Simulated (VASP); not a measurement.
Wanted: the native input for a VASP 6.6.1 run.

```
Task                   : single point
Functional             : PBE
Potentials or basis    : VASP PAW PBE potentials, release 64 (Al, H)
Cutoff                 : 520 eV
k mesh                 : 6 × 6 × 1
Occupations            : gaussian, width 0.1 eV
Spin                   : collinear spin
Starting moments       : [0.0, 0.0, 0.0, 0.0, 0.0, 0.0, 0.0, 0.0, 0.0, 0.0, 0.0, 0.0, 1.0] μB
Dipole correction      : yes
Further INCAR settings : ALGO = Normal; EDIFF = 1e-06; NBANDS = 34
```

The structure of Al12H lies in POSCAR:

```
Al12H
1.0
    5.7143028096      0.0000000000      0.0000000000
   -2.8571514048      4.9487313980      0.0000000000
    0.0000000000      0.0000000000     21.6016424764
Al H
12 1
Direct
    0.3333333333      0.1666666667      0.1851711047
    0.3333333333      0.6666666667      0.1851711047
    0.8333333333      0.1666666667      0.1851711047
    0.8333333333      0.6666666667      0.1851711047
    0.1666666667      0.3333333333      0.2916873740
    0.1666666667      0.8333333333      0.2916873740
    0.6666666667      0.3333333333      0.2916873740
    0.6666666667      0.8333333333      0.2916873740
    0.0000000000      0.0000000000      0.3981939098
    0.0000000000      0.5000000000      0.3981939098
    0.5000000000      0.0000000000      0.3981939098
    0.5000000000      0.5000000000      0.3981939098
    0.2777777778     -0.2777777778      0.4069895373
```

These files were run (other wordings do the same):

INCAR

```
SYSTEM = Al12H
PREC = Accurate
ENCUT = 520
EDIFF = 1E-6
ISMEAR = 0
SIGMA = 0.1
LREAL = .FALSE.
LASPH = .TRUE.
NELM = 150
ALGO = Normal
ISIF = 2
LWAVE = .FALSE.
LCHARG = .TRUE.
ISPIN = 2
MAGMOM = 0 0 0 0 0 0 0 0 0 0 0 0 1
LORBIT = 11
LDIPOL = .TRUE.
IDIPOL = 3
DIPOL = 0.5 0.5 0.301
GGA = PE
LELF = .TRUE.
LVHAR = .TRUE.
LVACPOTAV = .TRUE.
NBANDS = 34
```

KPOINTS

```
Automatic mesh
0
G
  6 6 1
  0 0 0
```

Potentials or basis: VASP PAW PBE potentials, release 64 (Al, H).

Launch:

```console
$ cat potpaw_PBE.64/Al/POTCAR potpaw_PBE.64/H/POTCAR > POTCAR
$ mpirun -np 1 vasp_std > vasp.out
```

It gave:

The largest force is 3.489 eV/Å, the net moment is 0.00 μB per cell and the valence electrons inside the program's atomic spheres are Al 0.76, 0.78, 0.81 (each value once); H 0.70.

It took 32 min on 1 thread of Oxide Virtual Turin-like Processor, on a shared host, peak memory 0.98 GiB.
